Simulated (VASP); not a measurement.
Write the native input for VASP 6.6.1 that does the following.

```yaml
Task: single point
Functional: PBEsol
Potentials_or_basis: VASP PAW PBE potentials, release 64 (Hf_pv, O)
Cutoff: 520 eV
k_mesh: 8 × 8 × 8
Occupations: fermi-dirac, width 0.02 eV
Spin: no spin polarisation
Dipole_correction: no
Further_INCAR_settings: ALGO = Normal; EDIFF = 1e-06; NBANDS = 18
```

The structure of HfO2 lies in POSCAR:

```
HfO2
1.0
    0.0000000000      2.5219132259      2.5219132259
    2.5219132259      0.0000000000      2.5219132259
    2.5219132259      2.5219132259      0.0000000000
Hf O
1 2
Direct
    0.0000000000      0.0000000000      0.0000000000
    0.7500000000      0.7500000000      0.7500000000
    0.2500000000      0.2500000000      0.2500000000
```

One way to write it, as run:

INCAR

```
SYSTEM = HfO2
PREC = Accurate
ENCUT = 520
EDIFF = 1E-6
ISMEAR = -1
SIGMA = 0.02
LREAL = .False.
LASPH = .True.
NELM = 60
ALGO = Normal
ISIF = 2
LWAVE = .False.
LCHARG = .False.
GGA = PS
NBANDS = 18
```

KPOINTS

```
Automatic mesh
0
Gamma
  8 8 8
  0 0 0
```

Potentials or basis: VASP PAW PBE potentials, release 64 (Hf_pv, O).

Command:

```sh
$ cat potpaw_PBE.64/Hf_pv/POTCAR potpaw_PBE.64/O/POTCAR > POTCAR
$ mpirun -np 1 vasp_std > vasp.out
```

Results of the run:

```json
{
  "Pressure": "-3.7 GPa",
  "Band gap on the k mesh": "3.71 eV"
}
```

Caveat: the cell stands under tension; the PAW data sets were made with another functional, which shifts forces and pressure a little; spin-orbit coupling is left out, which moves the levels of the heavy elements.

It took 8.8 s on 1 thread of Intel(R) Xeon(R) 6975P-C (Granite Rapids), with other jobs on the host, peak memory 0.16 GiB.
